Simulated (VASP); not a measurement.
Set up this calculation in VASP 6.6.1, as the native input.

- Task: single point
- Functional: PBE
- Potentials or basis: VASP PAW PBE potentials, release 64 (Pb_d, I)
- Cutoff: 500 eV
- k mesh: 9 × 9 × 4
- Occupations: gaussian, width 0.01 eV
- Spin: no spin polarisation
- Dipole correction: no
- Further INCAR settings: ALGO = Normal; EDIFF = 1e-06; NBANDS = 21

The structure of PbI2 lies in POSCAR:

```
PbI2
1.0
    4.6746312208      0.0000000000      0.0000000000
   -2.3373156104      4.0483493905      0.0000000000
    0.0000000000      0.0000000000      7.8574670717
Pb I
1 2
Direct
    0.0000000000      0.0000000000      0.0000000000
    0.3333333333      0.6666666667      0.2366053218
    0.6666666667      0.3333333333      0.7633946782
```

One way to write it, as run:

INCAR

```
  PREC = Accurate
  ENCUT = 500
  EDIFF = 1E-6
  ISMEAR = 0
  SIGMA = 0.01
  LREAL = False
  LASPH = True
  NELM = 120
  ALGO = Normal
  ISIF = 2
  LWAVE = False
  LCHARG = False
  GGA = PE
  NBANDS = 21
  GGA_COMPAT = False
```

KPOINTS

```
Automatic mesh
0
Gamma
  9 9 4
```

Potentials or basis: VASP PAW PBE potentials, release 64 (Pb_d, I).

The run is started by

```sh
$ cat potpaw_PBE.64/Pb_d/POTCAR potpaw_PBE.64/I/POTCAR > POTCAR
$ mpirun -np 1 vasp_std > vasp.out
```

It gave:

The pressure is 0.0 GPa and the band gap on the k mesh is 2.44 eV (least direct gap 2.56 eV).

Caveat: spin-orbit coupling is left out, which moves the levels of the heavy elements; this functional lacks dispersion, which binds layers or chains, so the pressure and a relaxed spacing across them are unreliable.

Run time: 2.8 min on 1 thread of Oxide Virtual Turin-like Processor, on a shared host, peak memory 0.28 GiB.
